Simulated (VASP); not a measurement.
Input of a VASP 6.6.1 run:

File INCAR:

```
PREC = Accurate
ENCUT = 500
EDIFF = 1E-6
ISMEAR = -1
SIGMA = 0.1
LREAL = False
LASPH = True
NELM = 120
ALGO = Normal
ISIF = 2
LWAVE = False
LCHARG = False
GGA = PS
NBANDS = 18
GGA_COMPAT = False
```

KPOINTS

```
Automatic mesh
0
Gamma
  13 13 13
```

POSCAR

```
Ag
1.0
    0.0000000000      3.0185099747      3.0185099747
    3.0185099747      0.0000000000      3.0185099747
    3.0185099747      3.0185099747      0.0000000000
Ag
2
Direct
    1.0000000000      1.0000000000      1.0000000000
    0.2500000000      0.2500000000      0.2500000000
```

Potentials or basis: VASP PAW PBE potentials, release 64 (Ag).

Run with:

```sh
$ cat potpaw_PBE.64/Ag/POTCAR > POTCAR
$ mpirun -np 1 vasp_std > vasp.out
```

Problem. What does it give for the pressure?

Solution. 0.0 GPa.

Problem. Predict the band gap on the k mesh.

Solution. Zero (bands 11 and 12 overlap by 0.84 eV).

Caveat: the PAW data sets were made with another functional, which shifts forces and pressure a little.
